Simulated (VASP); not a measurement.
A run of VASP 6.6.1:

The input INCAR:

```
PREC = Accurate ; ENCUT = 520
EDIFF = 1E-6 ; ISMEAR = 0
SIGMA = 0.15 ; LREAL = F
LASPH = T ; NELM = 80
ALGO = Normal ; ISIF = 2
LWAVE = F ; LCHARG = F
GGA = PE ; IVDW = 12
NBANDS = 22
```

Contents of KPOINTS:

```
regular mesh
0
Gamma
  10 10 10
```

POSCAR

```
GaSb3
1.0
    0.0000000000      3.7455328410      3.6481278280
    3.7455328410      0.0000000000      3.6481278280
    3.7455328410      3.7455328410      0.0000000000
Ga Sb
1 3
Direct
    0.0000000000      0.0000000000      0.0000000000
    0.2561675470      0.2438324530      0.2438324530
    0.7438324530      0.7561675470      0.7561675470
    0.5000000000      0.5000000000      0.5000000000
```

Potentials or basis: VASP PAW PBE potentials, release 64 (Ga_d, Sb).

The run is started by

```console
$ cat potpaw_PBE.64/Ga_d/POTCAR potpaw_PBE.64/Sb/POTCAR > POTCAR
$ mpirun -np 1 vasp_std > vasp.out
```

Hardware: 1 thread of Intel(R) Xeon(R) 6975P-C (Granite Rapids) (shared host).

Q: How long does it take, and how much memory?

A: It took 3.8 min on 1 thread of Intel(R) Xeon(R) 6975P-C (Granite Rapids), on a shared host, peak memory 0.7 GiB. Counts: scf iterations 11, k points 282.
